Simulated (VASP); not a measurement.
# Pd (Fm-3m) in VASP: a series of runs

Runs on Pd. Level: PBEsol. Tasks: single point, relaxation of volume and atoms at fixed shape.

All numbers are computed with VASP 6.6.1; they aren't measurements. Logs are shortened: lines on timing, memory, paths and dates and some standing lists are left out, and cuts for length are marked.

## (1) The cell of the first run

Symmetry: Fm-3m, No. 225, cubic system. The conventional cell has a = 3.872 Å, b = 3.872 Å, c = 3.872 Å, α = 90.00°, β = 90.00°, γ = 90.00°. Pd (site symmetry m-3m) has 12 Pd at 2.74 Å within 3.6 Å.

## (2) Single point, PBEsol

INCAR reads:

```
SYSTEM = Pd
PREC = Accurate
ENCUT = 520
EDIFF = 1E-6
ISMEAR = 0
SIGMA = 0.05
LREAL = .FALSE.
LASPH = .TRUE.
NELM = 80
ALGO = Normal
ISIF = 2
LWAVE = .FALSE.
LCHARG = .FALSE.
GGA = PS
NBANDS = 11
```

KPOINTS reads:

```
Automatic mesh
0
G
  9 9 9
  0 0 0
```

POSCAR reads:

```
Pd
1.0
    0.0000000000      1.9362043096      1.9362043096
    1.9362043096      0.0000000000      1.9362043096
    1.9362043096      1.9362043096      0.0000000000
Pd
1
Direct
    0.0000000000      0.0000000000      0.0000000000
```

Potentials or basis: VASP PAW PBE potentials, release 64 (Pd).

On the command line:

```bash
> cat potpaw_PBE.64/Pd/POTCAR > POTCAR
> mpirun -np 1 vasp_std > vasp.out
```

OUTCAR:

```text
SYSTEM = Pd
   PREC = Accurate
   ENCUT = 520
   EDIFF = 1E-6
   ISMEAR = 0
   LREAL = .FALSE.
   LASPH = .TRUE.
   NELM = 80
   ISIF = 2
   GGA = PS

 ion  position               nearest neighbor table
   1  0.000  0.000  0.000-

  LATTYP: Found a face centered cubic cell.
 ALAT       =     3.8724086192

  Lattice vectors:

 A1 = (   0.0000000000,   1.9362043096,   1.9362043096)
 A2 = (   1.9362043096,   0.0000000000,   1.9362043096)
 A3 = (   1.9362043096,   1.9362043096,   0.0000000000)

Analysis of symmetry for initial positions (statically):
=====================================================================
 Subroutine PRICEL returns:
 Original cell was already a primitive cell.

 Routine SETGRP: Setting up the symmetry group for a
 face centered cubic supercell.

 Subroutine GETGRP returns: Found 48 space group operations
 (whereof 48 operations were pure point group operations)
 out of a pool of 48 trial point group operations.

The static configuration has the point symmetry O_h .

Analysis of symmetry for dynamics (positions and initial velocities):
=====================================================================
 Subroutine PRICEL returns:
 Original cell was already a primitive cell.

 Routine SETGRP: Setting up the symmetry group for a
 face centered cubic supercell.

 Subroutine GETGRP returns: Found 48 space group operations
 (whereof 48 operations were pure point group operations)
 out of a pool of 48 trial point group operations.

The dynamic configuration has the point symmetry O_h .

 Subroutine INISYM returns: Found 48 space group operations
 (whereof 48 operations are pure point group operations),
 and found     1 'primitive' translations

----------------------------------------------------------------------------------------

                                     Primitive cell

  volume of cell :      14.5172

  direct lattice vectors                    reciprocal lattice vectors
     0.000000000  1.936204310  1.936204310    -0.258237211  0.258237211  0.258237211
     1.936204310  0.000000000  1.936204310     0.258237211 -0.258237211  0.258237211
     1.936204310  1.936204310  0.000000000     0.258237211  0.258237211 -0.258237211

  length of vectors
     2.738206394  2.738206394  2.738206394     0.447279969  0.447279969  0.447279969

  position of ions in fractional coordinates (direct lattice)
     0.000000000  0.000000000  0.000000000

  ion indices of the primitive-cell ions
   primitive index   ion index
                 1           1

[... 73 lines left out ...]
   EDIFFG = 0.1E-04   stopping-criterion for IOM
   NSW    =      0    number of steps for IOM
   IBRION =     -1    ionic relax: 0-MD 1-quasi-New 2-CG
   NFREE  =      0    steps in history (QN), initial steepest desc. (CG)
   ISIF   =      2    stress and relaxation
   ISYM   =      2    0-nonsym 1-usesym 2-fastsym
   POTIM  = 0.5000    time-step for ionic-motion
   TEBEG  =    0.0;   TEEND  =   0.0 temperature during run
   PSTRESS=    0.0 pullay stress
   NELECT =      10.0000    total number of electrons
   NUPDOWN=      -1.0000    fix difference up-down
   EMIN   =  10.00;   EMAX   =-10.00  energy-range for DOS
   EFERMI =   0.00;   METHOD = LEGACY
   ISMEAR =     0;   SIGMA  =   0.05  broadening in eV -4-tet -1-fermi 0-gaus
   EFERMI_NEDOS =   21; number of points for ismear=-14 and -15
   IALGO  =     38    algorithm
   IMIX   =      4    mixing-type and parameters
     AMIX     =   0.40;   BMIX     =  1.00
     AMIX_MAG =   1.60;   BMIX_MAG =  1.00
  volume/ion in A,a.u.               =      14.52        97.97
  Fermi-wavevector in a.u.,A,eV,Ry     =   1.445818  2.732200 28.441481  2.090390
  Thomas-Fermi vector in A             =   2.563957
   LORBIT       =      0    0 simple, 1 ext, 2 COOP (PROOUT), +10 PAW based schemes
   GGA     = PS    functional components
   LHFCALC =     F    Hartree Fock is set to
   AEXX    =    0.0000 exact exchange contribution
   IVDW    =     0    specifies the selected vdW correction
   LEPSILON=     F    determine dielectric tensor
   LRPA    =     F    only Hartree local field effects (RPA)
 non-spin polarized calculation
 Gauss-broadening in eV      SIGMA  =   0.05
  energy-cutoff  :      520.00
  volume of cell :       14.52
 maximum number of plane-waves:       397
   NGX = 11   NGY = 11   NGZ = 11

 number of electron      10.0000002 magnetization

 Free energy of the ion-electron system (eV)
  ---------------------------------------------------
  ext. energy  EPLUGINS =         0.00000000
  ---------------------------------------------------
  free energy    TOTEN  =        -5.96986084 eV

  energy without entropy =       -5.96782375  energy(sigma->0) =       -5.96884229

 E-fermi :   9.8455     XC(G=0): -13.4827

 val. band max:        9.8389445708   @ k =   0.4444   0.1111   0.0000
 cond. band min:       9.8815022257   @ k =  -0.4444   0.3333   0.0000
 fundamental gap:      0.0425576548
 Fermi energy:         9.8455284594

 k-point     1 :       0.0000    0.0000    0.0000
  band No.  band energies     occupation
      1       2.5273      2.00000
      2       6.9432      2.00000
      3       6.9432      2.00000
      4       6.9432      2.00000
      5       8.6203      2.00000
      6       8.6203      2.00000
      7      27.0256      0.00000
      8      31.8892      0.00000
      9      31.8892      0.00000
     10      31.8892      0.00000
     11      35.8696      0.00000
[... 309 lines left out ...]
 k-point    24 :       0.4444    0.4444    0.0000
  band No.  band energies     occupation
      1       4.3942      2.00000
      2       4.6693      2.00000
      3       9.7927      1.86457
      4      10.0255      0.00000
      5      10.0255      0.00000
      6      12.4456      0.00000
      7      21.6328      0.00000
      8      23.4032      0.00000
      9      23.4032      0.00000
     10      31.5413      0.00000
     11      31.6338      0.00000

 [... further k-points ...]
[... 5 lines left out ...]
  --------------------------------------------------------------------------------------
  -------------------------------------------------------------------------------------
  Total       -0.0332930     -0.0332930     -0.0332930      0.0000000     -0.0000000     -0.0000000
  in kB       -3.6743484     -3.6743484     -3.6743484      0.0000000     -0.0000000     -0.0000000
  external PRESSURE =      -3.6743484 kB  Pullay stress =       0.0000000 kB

 VOLUME and BASIS-vectors are now :
 -----------------------------------------------------------------------------
  energy-cutoff  :      520.00
  volume of cell :       14.52
      direct lattice vectors                 reciprocal lattice vectors
     0.000000000  1.936204310  1.936204310    -0.258237211  0.258237211  0.258237211
     1.936204310  0.000000000  1.936204310     0.258237211 -0.258237211  0.258237211
     1.936204310  1.936204310  0.000000000     0.258237211  0.258237211 -0.258237211

 POSITION                                       TOTAL-FORCE (eV/Angst)
 -----------------------------------------------------------------------------------
      0.00000      0.00000      0.00000        -0.000000      0.000000     -0.000000
 -----------------------------------------------------------------------------------
    total drift:                                0.000000      0.000000      0.000000

  FREE ENERGIE OF THE ION-ELECTRON SYSTEM (eV)
  ---------------------------------------------------
  free  energy   TOTEN  =        -5.9698608387 eV

  energy  without entropy=       -5.9678237500  energy(sigma->0) =       -5.96884229
```

OSZICAR:

```text
N       E                     dE             d eps       ncg     rms          rms(c)
DAV:   1     0.417249246151E+02    0.41725E+02   -0.51098E+03   770   0.854E+02
DAV:   2    -0.576435382992E+01   -0.47489E+02   -0.46213E+02   875   0.182E+02
DAV:   3    -0.637311518416E+01   -0.60876E+00   -0.60729E+00   923   0.216E+01
DAV:   4    -0.637598498895E+01   -0.28698E-02   -0.28695E-02   957   0.161E+00
DAV:   5    -0.637601580993E+01   -0.30821E-04   -0.30820E-04   998   0.147E-01    0.869E+00
DAV:   6    -0.598690966842E+01    0.38911E+00   -0.15082E+00   944   0.102E+01    0.386E+00
DAV:   7    -0.597488961509E+01    0.12020E-01   -0.41776E-02  1024   0.128E+00    0.200E+00
DAV:   8    -0.596988364279E+01    0.50060E-02   -0.16722E-03   966   0.387E-01    0.988E-02
DAV:   9    -0.596985681769E+01    0.26825E-04   -0.12831E-04  1017   0.983E-02    0.139E-02
DAV:  10    -0.596986131151E+01   -0.44938E-05   -0.25654E-06   986   0.120E-02    0.814E-03
DAV:  11    -0.596986083866E+01    0.47285E-06   -0.23177E-07   643   0.375E-03
   1 F= -.59698608E+01 E0= -.59688423E+01  d E =-.203709E-02
```

stdout:

```text
POSCAR found type information on POSCAR Pd
 POSCAR found :  1 types and       1 ions
 scaLAPACK will be used
 -----------------------------------------------------------------------------
|                                                                             |
|                                                                             |
|     You enforced a specific xc type in the INCAR file but a different       |
|     I HOPE YOU KNOW WHAT YOU ARE DOING!                                     |
|                                                                             |
 -----------------------------------------------------------------------------

 LDA part: xc-table for (Slater+PW92), standard interpolation
 POSCAR, INCAR and KPOINTS ok, starting setup
 FFT: planning ... GRIDC
 FFT: planning ... GRID_SOFT
 FFT: planning ... GRID
 WAVECAR not read
 entering main loop
```

It took 3.8 s on 1 thread of Intel Xeon 6975P-C, shared host; peak memory 0.13 GiB.

What came out:

```
Free energy            : -5.9699 eV
Pressure               : -0.4 GPa
Band gap on the k mesh : zero (band 5 reaches 10.07 eV, above the bottom of band 6 at 8.56 eV)
```

Levels at points of the mesh, in eV from the Fermi level:
| k point | band 2 | band 3 | band 4 | band 5 | band 6 | band 7 | band 8 | band 9 |
| --- | --- | --- | --- | --- | --- | --- | --- | --- |
| (0.00, 0.00, 0.00) | -2.90 | -2.90 | -2.90 | -1.23 | -1.23 | 17.18 | 22.04 | 22.04 |

Caveat: the PAW data sets were made with another functional, which shifts forces and pressure a little.

## (3) Relaxation of volume and atoms at fixed shape, PBEsol

This run uses another cell than the first one, of 14.75 Å³/atom, 1.016 times its volume.

INCAR reads:

```
PREC = Accurate ; ENCUT = 600
EDIFF = 1E-6 ; ISMEAR = 0
SIGMA = 0.05 ; LREAL = False
LASPH = True ; NELM = 80
ALGO = Normal ; ISIF = 8
LWAVE = False ; LCHARG = False
GGA = PS ; IBRION = 2
NSW = 80 ; EDIFFG = -0.02
```

KPOINTS reads:

```
regular mesh
0
Gamma
  9 9 9
```

POSCAR reads:

```
Pd
1.0
    0.0000000000      1.9465000000      1.9465000000
    1.9465000000      0.0000000000      1.9465000000
    1.9465000000      1.9465000000      0.0000000000
Pd
1
Direct
    0.0000000000      0.0000000000      0.0000000000
```

Potentials or basis: VASP PAW PBE potentials, release 64 (Pd).

On the command line:

```bash
> cat potpaw_PBE.64/Pd/POTCAR > POTCAR
> mpirun -np 1 vasp_std > vasp.out
```

It took 10 s on 1 thread of Intel Xeon 6975P-C, shared host; peak memory 0.15 GiB.

Results (log left out):

```
Free energy                            : -5.9704 eV
Relaxed volume                         : 14.49 Å³/atom
Relaxed cell                           : a = 2.737 Å, b = 2.737 Å, c = 2.737 Å, α = 60.00°, β = 60.00°, γ = 60.00°
Space group after relaxing (to 0.05 Å) : Fm-3m (No. 225)
Energy gained by relaxing              : 2.9 meV/atom
Ionic steps                            : 3
Pressure after relaxing                : 0.0 GPa
Band gap on the k mesh                 : zero (band 5 reaches 10.11 eV, above the bottom of band 6 at 8.59 eV)
```

The path:
```
step  energy change (eV)  largest force (eV/Å)  pressure (GPa)  volume (Å³)
   1              0.0000                0.0000           -3.53        14.75
   2              0.0056                0.0000            6.69        14.07
   3             -0.0029                0.0000           -0.02        14.49
```

Final structure:
```
Pd
1.0
     0.00000    1.93507    1.93507
     1.93507    0.00000    1.93507
     1.93507    1.93507    0.00000
Pd
1
Direct
  0.00000 0.00000 0.00000
```

Levels at points of the mesh, in eV from the Fermi level:
```csv
k point,band 1,band 2,band 3,band 4,band 5,band 6,band 7,band 8,band 9
"(0.00, 0.00, 0.00)",-7.33,-2.91,-2.91,-2.91,-1.23,-1.23,17.18,22.05,22.05
```

Caveat: the PAW data sets were made with another functional, which shifts forces and pressure a little.
